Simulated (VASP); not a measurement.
Set up this calculation in VASP 6.6.1, as the native input.

| Property | Result |
| --- | --- |
| Task | single point |
| Functional | PBE |
| Potentials or basis | VASP PAW PBE potentials, release 64 (Pt) |
| Cutoff | 500 eV |
| k mesh | 6 × 6 × 6 |
| Occupations | gaussian, width 0.1 eV |
| Spin | no spin polarisation |
| Dipole correction | no |
| Further INCAR settings | ALGO = Normal; EDIFF = 1e-06; NBANDS = 17 |

The structure of Pt lies in POSCAR:

```
Pt
1.0
    0.0000000000      2.8893586611      2.8893586611
    2.8893586611      0.0000000000      2.8893586611
    2.8893586611      2.8893586611      0.0000000000
Pt
2
Direct
    0.5000000000      0.5000000000      0.5000000000
    0.7500000000      0.7500000000      0.7500000000
```

This isn't the form of Pt at room conditions, which is fcc.

These files were run (other wordings do the same):

INCAR

```
SYSTEM = Pt
PREC     = Accurate       ! precision mode
ENCUT    = 500            ! plane-wave cutoff, eV
EDIFF    = 1E-6           ! SCF threshold, eV
ISMEAR   = 0              ! smearing method
SIGMA    = 0.1            ! smearing width, eV
LREAL    = .False.        ! projectors in reciprocal space
LASPH    = .True.         ! aspherical terms in the spheres
NELM     = 120            ! most SCF steps
ALGO     = Normal         ! electronic algorithm
ISIF     = 2              ! what is computed and relaxed
LWAVE    = .False.        ! write WAVECAR
LCHARG   = .False.        ! write CHGCAR
GGA      = PE             ! functional
NBANDS   = 17             ! bands
GGA_COMPAT= .False.
```

KPOINTS

```
regular mesh
0
Gamma
  6 6 6
  0 0 0
```

Potentials or basis: VASP PAW PBE potentials, release 64 (Pt).

Launch:

```bash
$ cat potpaw_PBE.64/Pt/POTCAR > POTCAR
$ mpirun -np 1 vasp_std > vasp.out
```

It gave:

```yaml
Pressure: -0.3 GPa
Band_gap_on_the_k_mesh: zero (bands 10 and 11 overlap by 0.49 eV)
```

Caveat: spin-orbit coupling is left out, which moves the levels of the heavy elements.

Run time: 7 s on 1 thread of Intel(R) Xeon(R) Platinum 8488C (Sapphire Rapids), with other jobs on the host, peak memory 0.16 GiB.
